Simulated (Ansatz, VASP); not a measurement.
# One calculation of Mg, two programs

```
Mg
1.0
     3.18776    0.00000    0.00000
    -1.59388    2.76068    0.00000
     0.00000    0.00000    5.17533
Mg
2
Direct
  0.66667 0.33333 0.75000
  0.33333 0.66667 0.25000
```

Alike in both runs: task single point; functional PBEsol-based screened hybrid; k mesh 5 × 5 × 3; occupations fermi-dirac, width 0.05 eV; no spin polarisation.

|  | VASP | Ansatz |
| --- | --- | --- |
| version | VASP 6.6.1 | Ansatz 0.2.0 |
| potentials or method | VASP PAW PBE potentials, release 64 (Mg) | Ansatz PAW |
| plane-wave cutoff (eV) | 520 | 420 |
| valence electrons in the cell | 4 | 20 |

VASP gave:

- gap on the k mesh at the Fermi level (eV): none
- pressure (GPa): -0.4
- traceless stress, the component that is largest in VASP (GPa): 0.53

**Question.** Estimate Ansatz's values.

**Answer.** gap on the k mesh at the Fermi level (eV): none; pressure (GPa): -0.3; traceless stress, the component that is largest in VASP (GPa): 0.54.

VASP's potentials were made for PBE, not for PBEsol-based screened hybrid. A gap of «none» marks a metal or a gap that the smearing closes. With one functional, cell and mesh, what is left measures potentials, basis and numerics. VASP's potentials hold 4 valence electrons a cell and Ansatz's 20, so a difference there can come from the potentials and not from the codes.

The k mesh is coarse, so the values compare programs but aren't converged.
